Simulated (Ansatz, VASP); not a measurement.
# Two plane-wave programs on Mg

File POSCAR:

```
Mg
1.0
    3.1792646675      0.0000000000      0.0000000000
   -1.5896323337      2.7533239674      0.0000000000
    0.0000000000      0.0000000000      5.1568903974
Mg
2
Direct
    0.3333333333      0.6666666667      0.2500000000
    0.6666666667      0.3333333333      0.7500000000
```

The input INCAR.step1:

```
SYSTEM = Mg
PREC     = Accurate       ! precision mode
ENCUT    = 520            ! plane-wave cutoff, eV
ISMEAR   = -1             ! smearing method
SIGMA    = 0.1            ! smearing width, eV
LREAL    = .False.        ! projectors in reciprocal space
LASPH    = .True.         ! aspherical terms in the spheres
NELM     = 80             ! most SCF steps
NBANDS   = 9              ! bands
GGA      = PE             ! functional
ALGO     = Normal         ! electronic algorithm
EDIFF    = 1E-4           ! SCF threshold, eV
LWAVE    = .True.         ! write WAVECAR
LCHARG   = .False.        ! write CHGCAR
```

Contents of INCAR.step2:

```
SYSTEM = Mg
PREC     = Accurate       ! precision mode
ENCUT    = 520            ! plane-wave cutoff, eV
EDIFF    = 1E-6           ! SCF threshold, eV
ISMEAR   = -1             ! smearing method
SIGMA    = 0.1            ! smearing width, eV
LREAL    = .False.        ! projectors in reciprocal space
LASPH    = .True.         ! aspherical terms in the spheres
NELM     = 80             ! most SCF steps
ALGO     = Normal         ! electronic algorithm
ISIF     = 2              ! what is computed and relaxed
LWAVE    = .False.        ! write WAVECAR
LCHARG   = .False.        ! write CHGCAR
METAGGA  = R2SCAN         ! meta-GGA
LMIXTAU  = .True.       
NBANDS   = 9              ! bands
ISTART   = 1
```

File KPOINTS:

```
regular mesh
0
Gamma
  12 12 7
  0 0 0
```

Input for Ansatz:

```yaml
crystal:
  lattice:
    - [3.1792646675, 0.0, 0.0]
    - [-1.5896323337, 2.7533239674, 0.0]
    - [0.0, 0.0, 5.1568903974]
  atoms:
    - { symbol: Mg, position: [0.3333333333, 0.6666666667, 0.25] }
    - { symbol: Mg, position: [0.6666666667, 0.3333333333, 0.75] }
hamiltonian:
  xc: r2scan
  pseudopotentials:
    kind: paw
    azcp:
      Mg: "pseudopotentials/Mg.paw.azcp"
basis:
  ecutwfc: 500
  fft_grid_basis: typed
kpoints:
  mp_grid: { grid: [12, 12, 7], shift: [0, 0, 0] }
magnetization:
  spin_polarized: false
scf:
  occupations: { method: fermi_dirac, width: 0.1 }
  lower_state_search: "off"
output:
  stress: true
```

Alike in both runs: task single point; functional r2SCAN; k mesh 12 × 12 × 7; occupations fermi-dirac, width 0.1 eV; no spin polarisation.

|  | VASP | Ansatz |
| --- | --- | --- |
| version | VASP 6.6.1 | Ansatz 0.2.0 |
| potentials or method | VASP PAW PBE potentials, release 64 (Mg), cutoff 520 eV | plane waves (500 eV) with PAW, scalar-relativistic |
| valence electrons in the cell | 4 | 20 |

Ansatz gave:

* pressure (GPa): 0.0
* traceless stress, the component that is largest in VASP (GPa): -0.53

**Question.** Which values does VASP return?

**Answer.** Pressure (GPa): -0.3; traceless stress, the component that is largest in VASP (GPa): -0.54.

VASP's potentials were made for PBE, not for r2SCAN. The functional is the same, so the differences come from potentials, cutoffs and numerics. VASP's potentials hold 4 valence electrons a cell and Ansatz's 20, so a difference there can come from the potentials and not from the codes.
